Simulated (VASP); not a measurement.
Input of a VASP 6.6.1 run:

File INCAR:

```
PREC = Accurate
ENCUT = 520
EDIFF = 1E-6
ISMEAR = 0
SIGMA = 0.1
LREAL = False
LASPH = True
NELM = 80
ALGO = Normal
ISIF = 2
LWAVE = False
LCHARG = False
GGA = PE
NBANDS = 16
```

KPOINTS

```
regular mesh
0
Gamma
  6 6 4
```

Contents of POSCAR:

```
B3C2
1.0
    2.7887087004      0.0000000000      0.0000000000
    0.0000000000      2.7887087004      0.0000000000
    0.0000000000      0.0000000000      4.3774261140
B C
3 2
Direct
    0.5000000000      0.0000000000      0.9612942103
    0.0000000000      0.5000000000      0.9612942103
    0.0000000000      0.0000000000      0.4054228385
    0.0000000000      0.0000000000      0.7545895964
    0.5000000000      0.5000000000      0.1873990646
```

Potentials or basis: VASP PAW PBE potentials, release 64 (B, C).

Run with:

```console
$ cat potpaw_PBE.64/B/POTCAR potpaw_PBE.64/C/POTCAR > POTCAR
$ mpirun -np 1 vasp_std > vasp.out
```

Task: Predict the largest force.

Result: 0.028 eV/Å.

Task: Predict the band gap on the k mesh.

Result: Zero (an odd number of electrons rules out a gap without spin polarisation).

Task: What does it give for the pressure?

Result: -0.2 GPa.

Forces in eV/Å, atoms in the order of the input:
```
B    0.000  0.000  0.017
B    0.000  0.000  0.017
B    0.000  0.000 -0.025
C    0.000  0.000 -0.028
C    0.000  0.000  0.019
```

Caveat: the k points lie up to 0.38 Å⁻¹ apart, too coarse for converged energies and pressures of a metal; an odd number of electrons without spin polarisation forces a metal; a magnetic or distorted state may lie lower.
